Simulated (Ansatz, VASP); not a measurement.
B2Ru3 in VASP and in Ansatz

```
B Ru
1.0
     2.85538    0.00000    0.00000
    -1.42769    2.47283    0.00000
     0.00000    0.00000   15.54439
B Ru
4 6
Direct
  0.33333 0.66667 0.15691
  0.66667 0.33333 0.65691
  0.33333 0.66667 0.34309
  0.66667 0.33333 0.84309
  0.33333 0.66667 0.93189
  0.66667 0.33333 0.43189
  0.33333 0.66667 0.56811
  0.66667 0.33333 0.06811
  0.33333 0.66667 0.75000
  0.66667 0.33333 0.25000
```

Change from the starting cell: species swapped into the B3Ru2 type (P6_3/mmc, No. 194).

Alike in both runs: task relaxation of cell and atoms; functional PBE; k mesh 12 × 12 × 2; occupations gaussian, width 0.1 eV; no spin polarisation.

|  | VASP | Ansatz |
| --- | --- | --- |
| version | VASP 6.6.1 | Ansatz 0.2.0 |
| potentials or method | VASP PAW PBE potentials, release 64 (B, Ru_pv), cutoff 600 eV | scalar-relativistic, plane waves, PAW |
| valence electrons in the cell | 96 | 108 |

```csv
,VASP,Ansatz,Ansatz less VASP
"gap on the k mesh at the Fermi level, each at its own relaxed structure (eV)",none,none,-
relaxed volume (Å³/atom),10.95,10.95,+0.003
relaxed length of the cell vector where the two differ most in proportion (Å),15.621,15.623,+0.0014
```

A gap of «none» marks a metal or a gap that the smearing closes. VASP's potentials hold 96 valence electrons a cell and Ansatz's 108, so a difference there can come from the potentials and not from the codes.
